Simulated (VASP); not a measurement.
CdS: single point with PBE+U

Crystal: CdS.

```xyz
2
Lattice="0.0000 2.7532 2.7532 2.7532 0.0000 2.7532 2.7532 2.7532 0.0000" Properties=species:S:1:pos:R:3 pbc="T T T"
Cd    0.0000    0.0000    0.0000
S     2.7532    2.7532    2.7532
```

* Program: VASP 6.6.1
* Task: single point
* Functional: PBE
* Potentials or basis: VASP PAW PBE potentials, release 64 (Cd_sv_GW, S)
* Cutoff: 540 eV
* k mesh: 5 × 2 × 1
* Occupations: gaussian, width 0.1 eV
* Spin: no spin polarisation
* Hubbard terms: Cd d U = 5.2 eV
* Dipole correction: no
* Second run: valence_matched
* Further INCAR settings: ALGO = Normal; EDIFF = 1e-06; NBANDS = 20; ISYM = 0

The pressure is 5.8 GPa and the band gap on the k mesh is 0.67 eV, indirect (least direct gap 1.30 eV).

Levels at points of the mesh, in eV from the valence-band top:
```csv
k point,band 11,band 12,band 13,band 14,band 15,band 16
"(0.00, 0.00, 0.00)",-0.71,-0.64,-0.53,0.77,8.84,8.88
"(0.00, 0.50, 0.00)",-5.08,-0.15,0.00,3.41,5.67,5.83
```

Eigenvalues of the final occupation matrices:
| site | spin | trace | eigenvalues |
| --- | --- | --- | --- |
| site 1 d | 1 | 4.67 | 0.92 0.93 0.93 0.94 0.94 |
| site 1 d | 2 | 4.67 | 0.92 0.93 0.93 0.94 0.94 |

Wall time 13 s on 1 thread of Intel(R) Xeon(R) Platinum 8375C CPU @ 2.90GHz (Ice Lake), with other jobs on the host, peak memory 0.17 GiB.

Caveat: the k points lie up to 1.98 Å⁻¹ apart. A k mesh can miss the band edges.
